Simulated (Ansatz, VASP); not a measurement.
**LiF in VASP and in Ansatz**

The input INCAR:

```
PREC = Accurate ; ENCUT = 520
EDIFF = 1E-6 ; ISMEAR = -1
SIGMA = 0.02 ; LREAL = False
LASPH = True ; NELM = 80
ALGO = Normal ; ISIF = 2
LWAVE = False ; LCHARG = True
GGA = PE ; LELF = True
LVHAR = True ; NBANDS = 18
```

Contents of KPOINTS:

```
regular mesh
0
Gamma
  12 12 6
```

The input POSCAR:

```
LiF
1.0
    3.1734430103      0.0000000000      0.0000000000
   -1.5867215051      2.7482822644      0.0000000000
    0.0000000000      0.0000000000      4.5057633622
Li F
2 2
Direct
    0.3333333333      0.6666666667     -0.0218484462
    0.6666666667      0.3333333333      0.4781515538
    0.3333333333      0.6666666667      0.3968484462
    0.6666666667      0.3333333333      0.8968484462
```

Input for Ansatz:

```yaml
crystal:
  lattice:
    - [3.1734430103, 0.0, 0.0]
    - [-1.5867215051, 2.7482822644, 0.0]
    - [0.0, 0.0, 4.5057633622]
  atoms:
    - { symbol: Li, position: [0.3333333333, 0.6666666667, -0.0218484462] }
    - { symbol: Li, position: [0.6666666667, 0.3333333333, 0.4781515538] }
    - { symbol: F, position: [0.3333333333, 0.6666666667, 0.3968484462] }
    - { symbol: F, position: [0.6666666667, 0.3333333333, 0.8968484462] }
kpoints:
  mp_grid: { grid: [12, 12, 6] }
  band_path:
    path:
      - [0.0, 0.0, 0.0]
      - [0.5, 0.0, 0.0]
      - [0.3333333333, 0.3333333333, 0.0]
      - [0.0, 0.0, 0.5]
      - [0.5, 0.0, 0.5]
      - [0.3333333333, 0.3333333333, 0.5]
    npoints: 1
hamiltonian:
  xc: pbe
scf:
  occupations: { method: fermi_dirac, width: 0.02 }
  n_extra_bands: 5
output:
  forces: true
  stress: true
  eigenvalues: true
```

Change from the starting cell: epitaxial_xy strain +3.0%.

Alike in both runs: task single point; functional PBE; k mesh 12 × 12 × 6; occupations fermi-dirac, width 0.02 eV; no spin polarisation.

|  | VASP | Ansatz |
| --- | --- | --- |
| version | VASP 6.6.1 | Ansatz 0.2.0 |
| potentials or method | VASP PAW PBE potentials, release 64 (Li_sv, F) | plane waves, PAW |
| plane-wave cutoff (eV) | 520 | 420 |
| valence electrons in the cell | 20 | 20 |

```csv
,VASP,Ansatz,Ansatz less VASP
gap on the k mesh at the Fermi level (eV),7.64,7.65,+0.012
rms of the force components (eV/Å),0.008,0.006,-0.0023
```

Atom by atom the forces differ by 0.002 eV/Å (rms over components). The functional is the same, so the differences come from potentials, cutoffs and numerics.

Noted on VASP's run: the cutoff is under 1.25 times that of the potentials, so the pressure is a little rough.
